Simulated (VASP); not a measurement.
# Ge3PPt (I4mm) in VASP: density of states with PBE

Aim: the density of states of Ge3PPt with PBE.

All numbers are computed with VASP 6.6.1; they aren't measurements. Logs are shortened: lines on timing, memory, paths and dates and some standing lists are left out, and cuts for length are marked.

## Step 1: The cell of the first run

It takes space group I4mm (No. 107, tetragonal). The conventional cell has a = 4.199 Å, b = 4.199 Å, c = 9.417 Å, α = 90.00°, β = 90.00°, γ = 90.00°. P (site symmetry 4mm) has 13 Ge at 3.11 to 3.77 Å and 5 Pt at 3.28 to 3.32 Å within 4.1 Å. Within 3.1 Å of Pt (site symmetry 4mm) lie 5 Ge at 2.32 to 2.33 Å. Ge (site symmetry 4mm) has 1 Pt at 2.33 Å and 4 Ge at 2.51 Å within 3.1 Å. Within 3.1 Å of Ge (site symmetry 2mm) lie 2 Pt at 2.32 Å and 6 Ge at 2.51 to 2.97 Å.

## Step 2: Density of states, PBE

POSCAR reads:

```
Ge3PPt
1.0
    0.0000000000      4.1994450000      0.0000000000
    4.1994450000      0.0000000000      0.0000000000
    2.0997230000      2.0997230000     -4.7087330000
P Pt Ge
1 1 3
Direct
    0.0000000000      0.0000000000      0.0000000000
    0.6479000000      0.6479000000      0.7042000000
    0.4004000000      0.4004000000      0.1992000000
    0.7537000000      0.2537000000      0.4926000000
    0.2537000000      0.7537000000      0.4926000000
```

INCAR.step1 reads:

```
PREC     = Accurate       # precision mode
ENCUT    = 520            # plane-wave cutoff, eV
EDIFF    = 1E-7           # SCF threshold, eV
ISMEAR   = 1              # smearing method
SIGMA    = 0.0118         # smearing width, eV
LREAL    = False          # projectors in reciprocal space
LASPH    = True           # aspherical terms in the spheres
NELM     = 80             # most SCF steps
ALGO     = Normal         # electronic algorithm
ISIF     = 2              # what is computed and relaxed
LWAVE    = False          # write WAVECAR
LCHARG   = True           # write CHGCAR
LMAXMIX  = 4              # l up to which the mixer works
GGA      = PE             # functional
NBANDS   = 36             # bands
```

KPOINTS.step1 reads:

```
Automatic mesh
0
Gamma
  7 7 7
```

INCAR.step2 reads:

```
PREC     = Accurate       # precision mode
ENCUT    = 520            # plane-wave cutoff, eV
EDIFF    = 1E-7           # SCF threshold, eV
ISMEAR   = -5             # smearing method
SIGMA    = 0.0118         # smearing width, eV
LREAL    = False          # projectors in reciprocal space
LASPH    = True           # aspherical terms in the spheres
NELM     = 80             # most SCF steps
ALGO     = Normal         # electronic algorithm
ISIF     = 2              # what is computed and relaxed
LWAVE    = False          # write WAVECAR
LCHARG   = False          # write CHGCAR
LMAXMIX  = 4              # l up to which the mixer works
GGA      = PE             # functional
LORBIT   = 11             # projections on sites
NEDOS    = 2001           # points of the DOS
ICHARG   = 11             # starting density
```

KPOINTS.step2 reads:

```
Automatic mesh
0
Gamma
  11 11 11
```

Potentials or basis: VASP PAW PBE potentials, release 64 (P, Pt, Ge_d).

On the command line:

```sh
> cat potpaw_PBE.64/P/POTCAR potpaw_PBE.64/Pt/POTCAR potpaw_PBE.64/Ge_d/POTCAR > POTCAR
> cp INCAR.step1 INCAR
> cp KPOINTS.step1 KPOINTS
> mpirun -np 1 vasp_std > vasp.out
> cp INCAR.step2 INCAR
> cp KPOINTS.step2 KPOINTS
> mpirun -np 1 vasp_std > vasp.out
```

OUTCAR:

```text
PREC = Accurate
   ENCUT = 520
   EDIFF = 1E-7
   ISMEAR = -5
   LREAL = False
   LASPH = True
   NELM = 80
   ISIF = 2
   GGA = PE
   LORBIT = 11
   ICHARG = 11

 ion  position               nearest neighbor table
   1  0.000  0.000  0.000-
   2  0.648  0.648  0.704-   5 2.32   4 2.32   4 2.32   5 2.32   3 2.33
   3  0.400  0.400  0.199-   2 2.33   5 2.51   4 2.51   4 2.51   5 2.51
   4  0.754  0.254  0.493-   2 2.32   2 2.32   3 2.51   3 2.51
   5  0.254  0.754  0.493-   2 2.32   2 2.32   3 2.51   3 2.51

  LATTYP: Found a body centered tetragonal cell.
 ALAT       =     4.1994450000
 C/A-ratio  =     2.2425501465

  Lattice vectors:

 A1 = (  -2.0997230000,   2.0997220000,   4.7087330000)
 A2 = (   2.0997220000,  -2.0997230000,   4.7087330000)
 A3 = (   2.0997230000,   2.0997230000,  -4.7087330000)

Analysis of symmetry for initial positions (statically):
=====================================================================
 Subroutine PRICEL returns:
 Original cell was already a primitive cell.

 Routine SETGRP: Setting up the symmetry group for a
 body centered tetragonal supercell.

 Subroutine GETGRP returns: Found  8 space group operations
 (whereof  8 operations were pure point group operations)
 out of a pool of 16 trial point group operations.

The static configuration has the point symmetry C_4v.

Analysis of symmetry for dynamics (positions and initial velocities):
=====================================================================
 Subroutine PRICEL returns:
 Original cell was already a primitive cell.

 Routine SETGRP: Setting up the symmetry group for a
 body centered tetragonal supercell.

 Subroutine GETGRP returns: Found  8 space group operations
 (whereof  8 operations were pure point group operations)
 out of a pool of 16 trial point group operations.

The dynamic configuration has the point symmetry C_4v.

 Subroutine INISYM returns: Found  8 space group operations
 (whereof  8 operations are pure point group operations),
 and found     1 'primitive' translations

----------------------------------------------------------------------------------------

                                     Primitive cell

  volume of cell :      83.0401

  direct lattice vectors                    reciprocal lattice vectors
     0.000000000  4.199445000  0.000000000     0.000000000  0.238126705  0.106185702
     4.199445000  0.000000000  0.000000000     0.238126705  0.000000000  0.106185702
     2.099723000  2.099723000 -4.708733000     0.000000000  0.000000000 -0.212371353

  length of vectors
     4.199445000  4.199445000  5.566851877     0.260729229  0.260729229  0.212371353

  position of ions in fractional coordinates (direct lattice)
     0.000000000  0.000000000  0.000000000
     0.647900000  0.647900000  0.704200000
     0.400400000  0.400400000  0.199200000
     0.753700000  0.253700000  0.492600000
     0.253700000  0.753700000  0.492600000

  ion indices of the primitive-cell ions
   primitive index   ion index
                 1           1
                 2           2
                 3           3
                 4           4
                 5           5

----------------------------------------------------------------------------------------

 KPOINTS: Automatic mesh

Automatic generation of k-mesh.
 Grid dimensions read from file:
 generate k-points for:   11   11   11

 Generating k-lattice:

  Cartesian coordinates                     Fractional coordinates (reciprocal lattice)
     0.000000000  0.021647882  0.009653246     0.090909091  0.000000000 -0.000000000
     0.021647882  0.000000000  0.009653246     0.000000000  0.090909091 -0.000000000
     0.000000000  0.000000000 -0.019306487     0.000000000  0.000000000  0.090909091

  Length of vectors
     0.023702657  0.023702657  0.019306487

  Shift w.r.t. Gamma in fractional coordinates (k-lattice)
     0.000000000  0.000000000  0.000000000

 TETIRR: Found   3746 inequivalent tetrahedra from     7986

 Subroutine IBZKPT returns following result:
 ===========================================

 Found    126 irreducible k-points:

 Following reciprocal coordinates:
            Coordinates               Weight
  0.000000  0.000000  0.000000      1.000000
  0.090909  0.000000  0.000000      8.000000
  0.181818  0.000000  0.000000      8.000000
  0.272727  0.000000  0.000000      8.000000
  0.363636  0.000000  0.000000      8.000000
  0.454545  0.000000  0.000000      8.000000
[... 16 lines left out ...]
 -0.272727  0.181818 -0.000000     16.000000
 -0.181818  0.181818  0.000000      4.000000
 [... further k-points ...]
   k-points           NKPTS =    126   k-points in BZ     NKDIM =    126   number of bands    NBANDS=     34
   number of dos      NEDOS =   2001   number of ions     NIONS =      5
   total plane-waves  NPLWV =  43008
   dimension x,y,z NGX =    32 NGY =   32 NGZ =   42
   dimension x,y,z NGXF=    64 NGYF=   64 NGZF=   84
   ions per type =               1   1   3
   NGX,Y,Z   is equivalent  to a cutoff of  12.67, 12.67, 12.54 a.u.
   NGXF,Y,Z  is equivalent  to a cutoff of  25.34, 25.34, 25.09 a.u.
 SYSTEM =  unknown system
   PREC   = accura    normal or accurate (medium, high low for compatibility)
   ISTART =      0    job   : 0-new  1-cont  2-samecut
   ICHARG =     11    charge: 1-file 2-atom 10-const
   ISPIN  =      1    spin polarized calculation?
   LNONCOLLINEAR =      F non collinear calculations
   LSORBIT =      F    spin-orbit coupling
   LASPH  =      T    aspherical Exc in radial PAW
   ENCUT  =  520.0 eV  38.22 Ry    6.18 a.u.   7.81  7.81 10.35*2*pi/ulx,y,z
   NELM   =     80;   NELMIN=  2; NELMDL=  0     # of ELM steps
   EDIFF  = 0.1E-06   stopping-criterion for ELM
   LREAL  =      F    real-space projection
   EDIFFG = 0.1E-05   stopping-criterion for IOM
   NSW    =      0    number of steps for IOM
   IBRION =     -1    ionic relax: 0-MD 1-quasi-New 2-CG
   NFREE  =      0    steps in history (QN), initial steepest desc. (CG)
   ISIF   =      2    stress and relaxation
   ISYM   =      2    0-nonsym 1-usesym 2-fastsym
   POTIM  = 0.5000    time-step for ionic-motion
   TEBEG  =    0.0;   TEEND  =   0.0 temperature during run
   PSTRESS=    0.0 pullay stress
   NELECT =      57.0000    total number of electrons
   NUPDOWN=      -1.0000    fix difference up-down
   EMIN   =  10.00;   EMAX   =-10.00  energy-range for DOS
   EFERMI =   0.00;   METHOD = LEGACY
   ISMEAR =    -5;   SIGMA  =   0.01  broadening in eV -4-tet -1-fermi 0-gaus
   EFERMI_NEDOS =   21; number of points for ismear=-14 and -15
   IALGO  =     38    algorithm
   IMIX   =      4    mixing-type and parameters
     AMIX     =   0.40;   BMIX     =  1.00
     AMIX_MAG =   1.60;   BMIX_MAG =  1.00
  volume/ion in A,a.u.               =      16.61       112.08
  Fermi-wavevector in a.u.,A,eV,Ry     =   1.444122  2.728995 28.374784  2.085488
  Thomas-Fermi vector in A             =   2.562452
   LORBIT       =     11    0 simple, 1 ext, 2 COOP (PROOUT), +10 PAW based schemes
   GGA     = PE    functional components
   LHFCALC =     F    Hartree Fock is set to
   AEXX    =    0.0000 exact exchange contribution
   IVDW    =     0    specifies the selected vdW correction
   LEPSILON=     F    determine dielectric tensor
   LRPA    =     F    only Hartree local field effects (RPA)
 non-spin polarized calculation
 Fermi weights with tetrahedron method with Bloechl corrections
  energy-cutoff  :      520.00
  volume of cell :       83.04
 maximum number of plane-waves:      2253

 number of electron      57.0000018 magnetization

 Free energy of the ion-electron system (eV)
  ---------------------------------------------------
  ext. energy  EPLUGINS =         0.00000000
  ---------------------------------------------------
  free energy    TOTEN  =       -21.98173708 eV

  energy without entropy =      -21.98173708  energy(sigma->0) =      -21.98173708

 E-fermi :   8.4496     XC(G=0): -11.7823

 val. band max:        8.5036563236   @ k =  -0.0909  -0.0909   0.2727
 cond. band min:       8.3923164156   @ k =  -0.2727   0.0000   0.2727
 fundamental gap:     -0.1113399080
 Fermi energy:         8.4495658427

 k-point     1 :       0.0000    0.0000    0.0000
  band No.  band energies     occupation
      1     -16.5764      2.00000
      2     -16.5559      2.00000
      3     -16.5327      2.00000
      4     -16.5327      2.00000
      5     -16.5103      2.00000
      6     -16.4868      2.00000
[... 26 lines left out ...]
     33      11.4180      0.00000
     34      13.7879      0.00000

 k-point     2 :       0.0909    0.0000    0.0000
  band No.  band energies     occupation
      1     -16.5730      2.00000
      2     -16.5583      2.00000
      3     -16.5324      2.00000
      4     -16.5295      2.00000
      5     -16.5116      2.00000
      6     -16.4849      2.00000
[... 26 lines left out ...]
     33      11.7688      0.00000
     34      13.8964      0.00000

 k-point     3 :       0.1818    0.0000    0.0000
  band No.  band energies     occupation
      1     -16.5631      2.00000
      2     -16.5619      2.00000
      3     -16.5311      2.00000
      4     -16.5249      2.00000
      5     -16.5137      2.00000
      6     -16.4798      2.00000
[... 26 lines left out ...]
     33      12.3195      0.00000
     34      13.6527      0.00000

 k-point     4 :       0.2727    0.0000    0.0000
  band No.  band energies     occupation
      1     -16.5628      2.00000
      2     -16.5488      2.00000
      3     -16.5279      2.00000
      4     -16.5278      2.00000
      5     -16.5106      2.00000
      6     -16.4725      2.00000
[... 26 lines left out ...]
     33      12.5986      0.00000
     34      13.4882      0.00000

 k-point     5 :       0.3636    0.0000    0.0000
  band No.  band energies     occupation
      1     -16.5602      2.00000
      2     -16.5376      2.00000
      3     -16.5357      2.00000
      4     -16.5170      2.00000
      5     -16.5055      2.00000
      6     -16.4647      2.00000
[... 621 lines left out ...]
 k-point    22 :      -0.3636    0.1818   -0.0000
  band No.  band energies     occupation
      1     -16.5630      2.00000
      2     -16.5416      2.00000
      3     -16.5368      2.00000
      4     -16.5189      2.00000
      5     -16.5030      2.00000
      6     -16.4718      2.00000
[... 26 lines left out ...]
     33      12.8565      0.00000
     34      13.8341      0.00000

 k-point    23 :      -0.2727    0.1818   -0.0000
  band No.  band energies     occupation
      1     -16.5672      2.00000
      2     -16.5408      2.00000
      3     -16.5334      2.00000
      4     -16.5282      2.00000
      5     -16.5077      2.00000
      6     -16.4644      2.00000
[... 26 lines left out ...]
     33      12.9927      0.00000
     34      13.4114      0.00000

 k-point    24 :      -0.1818    0.1818    0.0000
  band No.  band energies     occupation
      1     -16.5681      2.00000
      2     -16.5474      2.00000
      3     -16.5371      2.00000
      4     -16.5212      2.00000
      5     -16.5131      2.00000
      6     -16.4717      2.00000
[... 26 lines left out ...]
     33      13.3478      0.00000
     34      13.5562      0.00000

 [... further k-points ...]

------------------------ aborting loop because EDIFF is reached ----------------------------------------

  FORCE on cell =-STRESS in cart. coord.  units (eV):
  Direction    XX          YY          ZZ          XY          YZ          ZX
  --------------------------------------------------------------------------------------
  -------------------------------------------------------------------------------------
  Total       12.6442213     12.6442213     13.4686273      0.0000000     -0.0000014     -0.0000014
  in kB      243.9578569    243.9578569    259.8639622      0.0000000     -0.0000276     -0.0000276
  external PRESSURE =     249.2598920 kB  Pullay stress =       0.0000000 kB

 VOLUME and BASIS-vectors are now :
 -----------------------------------------------------------------------------
  energy-cutoff  :      520.00
  volume of cell :       83.04
      direct lattice vectors                 reciprocal lattice vectors
     0.000000000  4.199445000  0.000000000     0.000000000  0.238126705  0.106185702
     4.199445000  0.000000000  0.000000000     0.238126705  0.000000000  0.106185702
     2.099723000  2.099723000 -4.708733000     0.000000000  0.000000000 -0.212371353

 POSITION                                       TOTAL-FORCE (eV/Angst)
 -----------------------------------------------------------------------------------
      0.00000      0.00000      0.00000        -0.000000     -0.000000      0.562012
      4.19945      4.19945     -3.31589         0.000000      0.000000     -3.083635
      2.09972      2.09972     -0.93798        -0.000000     -0.000000      0.274025
      2.09972      4.19945     -2.31952        -0.000000     -0.000000      1.123799
      4.19945      2.09972     -2.31952        -0.000000     -0.000000      1.123799
 -----------------------------------------------------------------------------------
    total drift:                               -0.000066     -0.000066     -0.014279

  FREE ENERGIE OF THE ION-ELECTRON SYSTEM (eV)
  ---------------------------------------------------
  free  energy   TOTEN  =       -21.9817370815 eV

  energy  without entropy=      -21.9817370815  energy(sigma->0) =      -21.98173708

 total charge

# of ion       s       p       d       tot
------------------------------------------
    1        1.158   1.170   0.000   2.328
    2        0.844   0.752   8.346   9.942
    3        1.175   1.200  10.095  12.470
    4        1.215   1.153  10.129  12.498
    5        1.215   1.153  10.129  12.498
--------------------------------------------------
tot          5.607   5.428  38.699  49.734
```

It used 800 s of CPU time on 1 thread of AMD EPYC 7R13 Processor (Zen 3), on a shared host.

What came out:

- Valence electrons inside the program's atomic spheres: P 2.33; Pt 9.94; Ge 12.47, 12.50

Levels at points of the mesh, in eV from the Fermi level:
```tsv
k point	band 27	band 28	band 29	band 30	band 31	band 32
(0.00, 0.00, 0.00)	-2.09	-1.70	-1.70	-0.93	2.31	2.31
```

Caveat: spin-orbit coupling is left out, which moves the levels of the heavy elements; tetrahedron occupations give inexact forces and stress in metals.
